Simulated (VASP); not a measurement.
# AgCl (P6_3mc) in VASP: further runs

Runs on AgCl. Level: r2SCAN. Tasks: single point.

Everything below comes from runs of VASP 6.6.1. Logs are shortened: lines on timing, memory, paths and dates and some standing lists are left out, and cuts for length are marked.

## Step 1: The cell of the first run

The typed cell holds 4 atoms: a = 4.459 Å, b = 4.459 Å, c = 5.722 Å, α = 90.00°, β = 90.00°, γ = 120.00°.

## Step 2: Single point, r2SCAN (biaxial xy strain -1.3%)

POSCAR reads:

```
AgCl
1.0
    4.4591765733      0.0000000000      0.0000000000
   -2.2295882866      3.8617601925      0.0000000000
    0.0000000000      0.0000000000      5.7224971438
Ag Cl
2 2
Direct
    0.3333333333      0.6666666667     -0.0622203809
    0.6666666667      0.3333333333      0.4377796191
    0.3333333333      0.6666666667      0.4372203809
    0.6666666667      0.3333333333      0.9372203809
```

INCAR.step1 reads:

```
SYSTEM = AgCl
PREC = Accurate ; ENCUT = 520
ISMEAR = 0 ; SIGMA = 0.01
LREAL = .FALSE. ; LASPH = .TRUE.
NELM = 80 ; NBANDS = 26
GGA = PE ; ALGO = Normal
EDIFF = 1E-4 ; LWAVE = .TRUE.
LCHARG = .FALSE.
```

INCAR.step2 reads:

```
SYSTEM = AgCl
PREC = Accurate ; ENCUT = 520
EDIFF = 1E-6 ; ISMEAR = 0
SIGMA = 0.01 ; LREAL = .FALSE.
LASPH = .TRUE. ; NELM = 80
ALGO = Normal ; ISIF = 2
LWAVE = .FALSE. ; LCHARG = .FALSE.
METAGGA = R2SCAN ; LMIXTAU = .TRUE.
NBANDS = 26 ; ISTART = 1
```

KPOINTS reads:

```
regular mesh
0
G
  6 6 4
  0 0 0
```

Potentials or basis: VASP PAW PBE potentials, release 64 (Ag, Cl).

The run is started by

```console
> cat potpaw_PBE.64/Ag/POTCAR potpaw_PBE.64/Cl/POTCAR > POTCAR
> cp INCAR.step1 INCAR
> mpirun -np 1 vasp_std > vasp.out
> cp INCAR.step2 INCAR
> mpirun -np 1 vasp_std > vasp.out
```

OUTCAR:

```text
SYSTEM = AgCl
   PREC = Accurate
   ENCUT = 520
   EDIFF = 1E-6
   ISMEAR = 0
   LREAL = .FALSE.
   LASPH = .TRUE.
   NELM = 80
   ISIF = 2
   METAGGA = R2SCAN
   ISTART = 1

 ion  position               nearest neighbor table
   1  0.333  0.667  0.938-   4 2.57   4 2.57   4 2.57   3 2.86   3 2.86
   2  0.667  0.333  0.438-   3 2.57   3 2.57   3 2.57   4 2.86   4 2.86
   3  0.333  0.667  0.437-   2 2.57   2 2.57   2 2.57   1 2.86   1 2.86
   4  0.667  0.333  0.937-   1 2.57   1 2.57   1 2.57   2 2.86   2 2.86

  LATTYP: Found a hexagonal cell.
 ALAT       =     4.4591765733
 C/A-ratio  =     1.2833080390

  Lattice vectors:

 A1 = (   4.4591765733,   0.0000000000,   0.0000000000)
 A2 = (  -2.2295882866,   3.8617601925,   0.0000000000)
 A3 = (   0.0000000000,   0.0000000000,   5.7224971438)

Analysis of symmetry for initial positions (statically):
=====================================================================
 Subroutine PRICEL returns:
 Original cell was already a primitive cell.

 Routine SETGRP: Setting up the symmetry group for a
 hexagonal supercell.

 Subroutine GETGRP returns: Found 12 space group operations
 (whereof  6 operations were pure point group operations)
 out of a pool of 24 trial point group operations.

The static configuration has the point symmetry C_3v.
 The point group associated with its full space group is C_6v.

Analysis of symmetry for dynamics (positions and initial velocities):
=====================================================================
 Subroutine PRICEL returns:
 Original cell was already a primitive cell.

 Routine SETGRP: Setting up the symmetry group for a
 hexagonal supercell.

 Subroutine GETGRP returns: Found 12 space group operations
 (whereof  6 operations were pure point group operations)
 out of a pool of 24 trial point group operations.

The dynamic configuration has the point symmetry C_3v.
 The point group associated with its full space group is C_6v.

 Subroutine INISYM returns: Found 12 space group operations
 (whereof  6 operations are pure point group operations),
 and found     1 'primitive' translations

----------------------------------------------------------------------------------------

                                     Primitive cell

  volume of cell :      98.5429

[... 85 lines left out ...]
   LASPH  =      T    aspherical Exc in radial PAW
   ENCUT  =  520.0 eV  38.22 Ry    6.18 a.u.   8.29  8.29 10.64*2*pi/ulx,y,z
   NELM   =     80;   NELMIN=  2; NELMDL=  0     # of ELM steps
   EDIFF  = 0.1E-05   stopping-criterion for ELM
   LREAL  =      F    real-space projection
   EDIFFG = 0.1E-04   stopping-criterion for IOM
   NSW    =      0    number of steps for IOM
   IBRION =     -1    ionic relax: 0-MD 1-quasi-New 2-CG
   NFREE  =      0    steps in history (QN), initial steepest desc. (CG)
   ISIF   =      2    stress and relaxation
   ISYM   =      2    0-nonsym 1-usesym 2-fastsym
   POTIM  = 0.5000    time-step for ionic-motion
   TEBEG  =    0.0;   TEEND  =   0.0 temperature during run
   PSTRESS=    0.0 pullay stress
   NELECT =      36.0000    total number of electrons
   NUPDOWN=      -1.0000    fix difference up-down
   EMIN   =  10.00;   EMAX   =-10.00  energy-range for DOS
   EFERMI =   0.00;   METHOD = LEGACY
   ISMEAR =     0;   SIGMA  =   0.01  broadening in eV -4-tet -1-fermi 0-gaus
   EFERMI_NEDOS =   21; number of points for ismear=-14 and -15
   IALGO  =     38    algorithm
   IMIX   =      4    mixing-type and parameters
     AMIX     =   0.40;   BMIX     =  1.00
     AMIX_MAG =   1.60;   BMIX_MAG =  1.00
  volume/ion in A,a.u.               =      24.64       166.25
  Fermi-wavevector in a.u.,A,eV,Ry     =   1.170309  2.211563 18.634849  1.369623
  Thomas-Fermi vector in A             =   2.306769
   LORBIT       =      0    0 simple, 1 ext, 2 COOP (PROOUT), +10 PAW based schemes
   METAGGA = R2SCAN    functional components
   LHFCALC =     F    Hartree Fock is set to
   AEXX    =    0.0000 exact exchange contribution
   IVDW    =     0    specifies the selected vdW correction
   LEPSILON=     F    determine dielectric tensor
   LRPA    =     F    only Hartree local field effects (RPA)
 non-spin polarized calculation
 Gauss-broadening in eV      SIGMA  =   0.01
  energy-cutoff  :      520.00
  volume of cell :       98.54
 maximum number of plane-waves:      2676
 NGX is ok and might be reduce to    36
   NGX = 17   NGY = 17   NGZ = 21

 number of electron      36.0000002 magnetization

 Free energy of the ion-electron system (eV)
  ---------------------------------------------------
  ext. energy  EPLUGINS =         0.00000000
  ---------------------------------------------------
  free energy    TOTEN  =       -57.12875190 eV

  energy without entropy =      -57.12875190  energy(sigma->0) =      -57.12875190

 E-fermi :   2.2075     XC(G=0):  -9.5441

 val. band max:        2.1375059131   @ k =   0.0000   0.0000   0.0000
 cond. band min:       3.8681060687   @ k =   0.0000   0.0000   0.0000
 fundamental gap:      1.7306001555
 Fermi energy:         2.2075226790

 k-point     1 :       0.0000    0.0000    0.0000
  band No.  band energies     occupation
      1     -13.5122      2.00000
      2     -13.1216      2.00000
      3      -2.3475      2.00000
      4      -2.3475      2.00000
      5      -2.1321      2.00000
      6      -2.1321      2.00000
[... 598 lines left out ...]
     25      12.1840      0.00000
     26      12.1840      0.00000

------------------------ aborting loop because EDIFF is reached ----------------------------------------

  FORCE on cell =-STRESS in cart. coord.  units (eV):
  Direction    XX          YY          ZZ          XY          YZ          ZX
  --------------------------------------------------------------------------------------
  -------------------------------------------------------------------------------------
  Total        0.7864960      0.7864960      0.4727775      0.0000000      0.0000000      0.0000000
  in kB       12.7873785     12.7873785      7.6867340      0.0000000      0.0000000      0.0000000
  external PRESSURE =      11.0871637 kB  Pullay stress =       0.0000000 kB

 VOLUME and BASIS-vectors are now :
 -----------------------------------------------------------------------------
  energy-cutoff  :      520.00
  volume of cell :       98.54
      direct lattice vectors                 reciprocal lattice vectors
     4.459176573  0.000000000  0.000000000     0.224256650  0.129474637  0.000000000
    -2.229588287  3.861760192  0.000000000     0.000000000  0.258949274  0.000000000
     0.000000000  0.000000000  5.722497144     0.000000000  0.000000000  0.174748886

 POSITION                                       TOTAL-FORCE (eV/Angst)
 -----------------------------------------------------------------------------------
     -0.00000      2.57451      5.36644        -0.000000      0.000000     -0.001893
      2.22959      1.28725      2.50519         0.000000      0.000000     -0.001893
     -0.00000      2.57451      2.50199        -0.000000     -0.000000      0.001893
      2.22959      1.28725      5.36324        -0.000000     -0.000000      0.001893
 -----------------------------------------------------------------------------------
    total drift:                               -0.000000      0.000000      0.000186

  FREE ENERGIE OF THE ION-ELECTRON SYSTEM (eV)
  ---------------------------------------------------
  free  energy   TOTEN  =       -57.1287519011 eV

  energy  without entropy=      -57.1287519011  energy(sigma->0) =      -57.12875190
```

OUTCAR.step1:

```text
SYSTEM = AgCl
   PREC = Accurate
   ENCUT = 520
   ISMEAR = 0
   LREAL = .FALSE.
   LASPH = .TRUE.
   NELM = 80
[... 834 lines left out ...]
      2.22959      1.28725      2.50519         0.000000     -0.000000     -0.001580
     -0.00000      2.57451      2.50199         0.000000      0.000000      0.001580
      2.22959      1.28725      5.36324        -0.000000     -0.000000      0.001580
 -----------------------------------------------------------------------------------
    total drift:                               -0.000000      0.000000      0.000020

  FREE ENERGIE OF THE ION-ELECTRON SYSTEM (eV)
  ---------------------------------------------------
  free  energy   TOTEN  =       -10.8156529321 eV

  energy  without entropy=      -10.8156529321  energy(sigma->0) =      -10.81565293
```

OSZICAR.step1:

```text
N       E                     dE             d eps       ncg     rms          rms(c)
DAV:   1     0.235427229072E+03    0.23543E+03   -0.17353E+04  1092   0.126E+03
DAV:   2     0.290838995123E+01   -0.23252E+03   -0.22274E+03  1214   0.272E+02
DAV:   3    -0.110125889644E+02   -0.13921E+02   -0.13812E+02  1312   0.676E+01
DAV:   4    -0.111857454691E+02   -0.17316E+00   -0.17303E+00  1208   0.826E+00
DAV:   5    -0.111886913696E+02   -0.29459E-02   -0.29458E-02  1310   0.110E+00    0.886E+00
DAV:   6    -0.108198454995E+02    0.36885E+00   -0.68238E-01  1196   0.822E+00    0.602E+00
DAV:   7    -0.108179708285E+02    0.18747E-02   -0.33532E-01  1126   0.314E+00    0.239E+00
DAV:   8    -0.108145700281E+02    0.34008E-02   -0.16113E-02  1188   0.102E+00    0.472E-01
DAV:   9    -0.108152523326E+02   -0.68230E-03   -0.39349E-03  1188   0.509E-01    0.739E-02
DAV:  10    -0.108154986870E+02   -0.24635E-03   -0.19333E-04   970   0.922E-02    0.420E-02
DAV:  11    -0.108156434011E+02   -0.14471E-03   -0.11712E-04   938   0.559E-02    0.146E-02
DAV:  12    -0.108156529321E+02   -0.95310E-05   -0.97661E-06   810   0.182E-02
   1 F= -.10815653E+02 E0= -.10815653E+02  d E =-.465905E-20
```

Wall time 3.1 min (1 thread of Intel Xeon 6975P-C, shared host); peak memory 0.27 GiB.

What came out:

```
Free energy            : -57.1288 eV
Pressure               : 1.1 GPa
Band gap on the k mesh : 1.73 eV, direct
```

Stress tensor (GPa, compression positive):
```
1.28 0.00 0.00
0.00 1.28 0.00
0.00 0.00 0.77
```

Caveat: the cell differs from its parent crystal (biaxial xy strain -1.3%); the PAW data sets were made with another functional, which shifts forces and pressure a little.

## Step 3: Single point, r2SCAN (strain +1.1%)

POSCAR reads:

```
AgCl
1.0
    4.5703622045      0.0000000000      0.0000000000
   -2.2851811022      3.9580497736      0.0000000000
    0.0000000000      0.0000000000      5.7865891118
Ag Cl
2 2
Direct
    0.3333333333      0.6666666667     -0.0622203809
    0.6666666667      0.3333333333      0.4377796191
    0.3333333333      0.6666666667      0.4372203809
    0.6666666667      0.3333333333      0.9372203809
```

INCAR.step1 reads:

```
SYSTEM = AgCl
PREC = Accurate ; ENCUT = 520
ISMEAR = 0 ; SIGMA = 0.01
LREAL = .False. ; LASPH = .True.
NELM = 100 ; NBANDS = 26
GGA = PE ; ALGO = Normal
EDIFF = 1E-4 ; LWAVE = .True.
LCHARG = .False.
```

INCAR.step2 reads:

```
SYSTEM = AgCl
PREC = Accurate ; ENCUT = 520
EDIFF = 1E-6 ; ISMEAR = 0
SIGMA = 0.01 ; LREAL = .False.
LASPH = .True. ; NELM = 100
ALGO = Normal ; ISIF = 2
LWAVE = .False. ; LCHARG = .True.
METAGGA = R2SCAN ; LMIXTAU = .True.
LELF = .True. ; LVHAR = .True.
NBANDS = 26 ; ISTART = 1
```

KPOINTS reads:

```
regular mesh
0
Gamma
  6 6 4
  0 0 0
```

Potentials or basis: VASP PAW PBE potentials, release 64 (Ag, Cl).

The run is started by

```console
> cat potpaw_PBE.64/Ag/POTCAR potpaw_PBE.64/Cl/POTCAR > POTCAR
> cp INCAR.step1 INCAR
> mpirun -np 1 vasp_std > vasp.out
> cp INCAR.step2 INCAR
> mpirun -np 1 vasp_std > vasp.out
```

Run time: 3.1 min. Hardware: 1 thread of Intel Xeon 6975P-C, shared host; peak memory 0.27 GiB.

It converged, with:

```yaml
Free_energy: -57.1257 eV
Pressure: -1.3 GPa
Band_gap_on_the_k_mesh: 1.79 eV, indirect (least direct gap 1.80 eV)
```

Stress tensor (GPa, compression positive):
```
-1.34  0.00  0.00
 0.00 -1.34  0.00
 0.00  0.00 -1.20
```

Levels at points of the mesh, in eV from the valence-band top:
```tsv
k point	band 15	band 16	band 17	band 18	band 19	band 20	band 21	band 22
(0.00, 0.00, 0.00)	-0.28	-0.28	-0.01	-0.01	1.79	3.58	8.00	8.00
(0.50, 0.00, 0.00)	-1.33	-1.33	-1.32	-0.96	4.48	4.88	6.36	7.82
(0.00, 0.00, 0.50)	-0.10	-0.10	-0.10	-0.10	3.80	3.80	7.90	7.90
(0.50, 0.00, 0.50)	-1.06	-1.06	-0.12	-0.12	5.24	5.24	6.69	6.69
```

Caveat: the cell differs from its parent crystal (strain +1.1%); the PAW data sets were made with another functional, which shifts forces and pressure a little. A k mesh can miss the band edges.
